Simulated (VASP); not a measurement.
# Ru: relaxation of cell and atoms with PBEsol

The system is Ru.

```
Ru
1.0
     2.68445    0.00000    0.00000
    -1.34222    2.32480    0.00000
     0.00000    0.00000    4.34880
Ru
2
Direct
  0.33333 0.66667 0.25000
  0.66667 0.33333 0.75000
```

| Property | Result |
| --- | --- |
| Program | VASP 6.6.1 |
| Task | relaxation of cell and atoms |
| Functional | PBEsol |
| Potentials or basis | VASP PAW PBE potentials, release 64 (Ru_pv) |
| Cutoff | 600 eV |
| k mesh | 18 × 18 × 10 |
| Occupations | fermi-dirac, width 0.05 eV |
| Spin | no spin polarisation |
| Dipole correction | no |
| Further INCAR settings | ALGO = Normal; EDIFF = 1e-06; IBRION = 2; EDIFFG = -0.005; NSW = 60; ISIF = 3 |

- Relaxed volume: 13.32 Å³/atom
- Relaxed cell: a = 2.689 Å, b = 2.689 Å, c = 4.252 Å, α = 90.00°, β = 90.00°, γ = 120.00°
- Space group after relaxing (to 0.05 Å): P6_3/mmc (No. 194)
- Energy gained by relaxing: 13.2 meV/atom
- Ionic steps: 6
- Pressure after relaxing: 0.0 GPa
- Band gap on the k mesh: zero (band 14 reaches 14.58 eV, above the bottom of band 15 at 11.36 eV)

Step by step:
| step | energy change (eV) | largest force (eV/Å) | pressure (GPa) | volume (Å³) |
| --- | --- | --- | --- | --- |
| 1 | 0.0000 | 0.0000 | -6.38 | 27.14 |
| 2 | 0.1105 | 0.0000 | 25.49 | 25.05 |
| 3 | -0.0232 | 0.0000 | 1.51 | 26.51 |
| 4 | -0.0232 | 0.0000 | 1.85 | 26.49 |
| 5 | -0.0227 | 0.0000 | -1.86 | 26.79 |
| 6 | -0.0265 | 0.0000 | -0.04 | 26.63 |

Final structure:
```yaml
crystal:
  lattice:
    - [2.68944, 0.00000, 0.00000]
    - [-1.34472, 2.32913, 0.00000]
    - [0.00000, 0.00000, 4.25198]
  atoms:
    - { symbol: Ru, position: [0.33333, 0.66667, 0.25000] }
    - { symbol: Ru, position: [0.66667, 0.33333, 0.75000] }
```

Levels at points of the mesh, in eV from the Fermi level:
```
           k point  band 11  band 12  band 13  band 14  band 15  band 16  band 17  band 18
(0.00, 0.00, 0.00)    -2.49    -1.97    -1.97    -1.43    -1.43     1.23     1.23     1.27
(0.50, 0.00, 0.00)    -2.13    -1.86    -1.56     1.49     1.92     2.01     4.17     6.24
(0.00, 0.00, 0.50)    -2.85    -2.85    -2.79    -2.79     0.58     0.58     0.58     0.58
(0.50, 0.00, 0.50)    -1.09    -1.09     0.45     0.45     1.75     1.75     3.45     3.45
```

It took 5.1 min on 1 thread of Intel(R) Xeon(R) Platinum 8259CL CPU @ 2.50GHz (Skylake/Cascade Lake), with other jobs on the host, peak memory 0.26 GiB.

Caveat: the PAW data sets were made with another functional, which shifts forces and pressure a little.
